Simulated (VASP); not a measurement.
The system is CsRe.

```
Cs Re
1.0
     3.68935    0.00000    0.00000
    -1.84468    3.19507    0.00000
     0.00000    0.00000    5.63144
Cs Re
1 1
Direct
  0.00282 0.01773 0.49446
  0.01001 0.01595 0.00021
```

Base run:

- Program: VASP 6.6.1
- Functional: PBE
- Potentials or basis: VASP PAW PBE potentials, release 64 (Cs_sv, Re_sv_GW)
- Cutoff: 560 eV
- k mesh: 8 × 8 × 4
- Occupations: fermi-dirac, width 0.1 eV
- Spin: no spin polarisation

Its results: band gap on the k mesh zero (bands 12 and 13 overlap by 1.09 eV); pressure -6.9 GPa; largest force 0.232 eV/Å.

Problem. The run is repeated on the same cell with these changes: k mesh from 8 × 8 × 4 to 6 × 6 × 4; occupations from fermi-dirac, width 0.1 eV to gaussian, width 0.01 eV. What comes out?

Solution. Band gap on the k mesh zero (bands 12 and 13 overlap by 0.82 eV); pressure -7.5 GPa; largest force 0.291 eV/Å.

Caveats: spin-orbit coupling is left out, which moves the levels of the heavy elements; the stress differs along the axes, from -13 to 5 GPa (at least some runs); the stress differs along the axes, from -13 to 4 GPa (at least some runs).
